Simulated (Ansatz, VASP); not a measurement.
Two plane-wave programs on La2Zr2O

```xyz
5
Lattice="4.4517 0.0000 0.0000 -2.2258 3.8553 0.0000 0.0000 0.0000 6.2589" Properties=species:S:1:pos:R:3 pbc="T T T"
La    0.0000    2.5702    3.1295
La    2.2258    1.2851    3.1295
Zr    0.0000    0.0000    4.9366
Zr    0.0000    0.0000    1.3223
O     0.0000    0.0000    3.1295
```

Alike in both runs: task relaxation of cell and atoms; functional PBE; k mesh 6 × 6 × 4; occupations gaussian, width 0.1 eV; no spin polarisation.

|  | VASP | Ansatz |
| --- | --- | --- |
| version | VASP 6.6.1 | Ansatz 0.2.0 |
| potentials or method | VASP PAW PBE potentials, release 64 (La, Zr_sv, O), cutoff 600 eV | scalar-relativistic, plane waves, PAW |
| valence electrons in the cell | 52 | 52 |

Ansatz gave:

- gap on the k mesh at the Fermi level, each at its own relaxed structure (eV): none
- relaxed volume (Å³/atom): 30.39
- relaxed cell length with the largest relative difference (Å): 6.520

Q: Estimate VASP's values.

A: gap on the k mesh at the Fermi level, each at its own relaxed structure (eV): none; relaxed volume (Å³/atom): 30.42; relaxed cell length with the largest relative difference (Å): 6.514.

A gap of «none» marks a metal or a gap that the smearing closes.

Neither program's run includes spin-orbit coupling. Noted on VASP's run: the volume moved by over 15 % at a fixed basis, so the end points are rough.
